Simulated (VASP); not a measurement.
Here is a VASP 6.6.1 calculation.

Contents of INCAR:

```
SYSTEM = ZrB
  PREC = Accurate
  ENCUT = 520
  EDIFF = 1E-6
  ISMEAR = 0
  SIGMA = 0.05
  LREAL = .False.
  LASPH = .True.
  NELM = 80
  ALGO = Normal
  ISIF = 2
  LWAVE = .False.
  LCHARG = .False.
  GGA = CA
  NBANDS = 14
```

KPOINTS

```
regular mesh
0
Gamma
  12 12 12
  0 0 0
```

File POSCAR:

```
ZrB
1.0
    0.0000000000      2.4521217160      2.4521217160
    2.4521217160      0.0000000000      2.4521217160
    2.4521217160      2.4521217160      0.0000000000
Zr B
1 1
Direct
    0.5000000000      0.5000000000      0.5000000000
    0.0000000000      0.0000000000      0.0000000000
```

Potentials or basis: VASP PAW LDA potentials, release 64 (Zr_sv, B).

Command:

```sh
$ cat potpaw_LDA.64/Zr_sv/POTCAR potpaw_LDA.64/B/POTCAR > POTCAR
$ mpirun -np 1 vasp_std > vasp.out
```

Question: What does it give for the band gap on the k mesh?

Answer: Zero (an odd number of electrons rules out a gap without spin polarisation).

Question: What does it give for the pressure?

Answer: -7.0 GPa.

Caveat: the cell stands under tension.
